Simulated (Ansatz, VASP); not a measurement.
**One calculation of Si3N4, two programs**

```
Si N
1.0
    -3.10983    3.10983    3.10983
     3.10983   -3.10983    3.10983
     3.10983    3.10983   -3.10983
Si N
6 8
Direct
  0.25000 0.12500 0.87500
  0.87500 0.25000 0.12500
  0.75000 0.37500 0.62500
  0.62500 0.75000 0.37500
  0.12500 0.87500 0.25000
  0.37500 0.62500 0.75000
  0.54732 0.54732 0.54732
  0.45268 0.50000 0.00000
  0.50000 0.00000 0.95268
  0.00000 0.45268 0.50000
  0.95268 0.50000 0.00000
  0.04732 0.04732 0.04732
  0.00000 0.95268 0.50000
  0.50000 0.00000 0.45268
```

Alike in both runs: functional PBE; k mesh 6 × 6 × 6; occupations gaussian, width 0.02 eV; no spin polarisation.

Ansatz relaxed the structure, and its values are those at the end. VASP's run is a single point on that final structure, the one shown.

|  | VASP | Ansatz |
| --- | --- | --- |
| version | VASP 6.6.1 | Ansatz 0.2.0 |
| potentials or method | VASP PAW PBE potentials, release 64 (Si, N), cutoff 520 eV | scalar-relativistic, plane waves, PAW |
| valence electrons in the cell | 64 | 64 |

VASP gave:

- gap on the k mesh at the Fermi level (eV): 4.16
- least direct gap on the mesh (eV): 4.37
- rms of the force components (eV/Å): 0.006

Q: What did Ansatz give for the same quantities?

A: gap on the k mesh at the Fermi level (eV): 4.18; least direct gap on the mesh (eV): 4.38; rms of the force components (eV/Å): 0.001.

Ansatz's warnings: stress scf threshold loose.
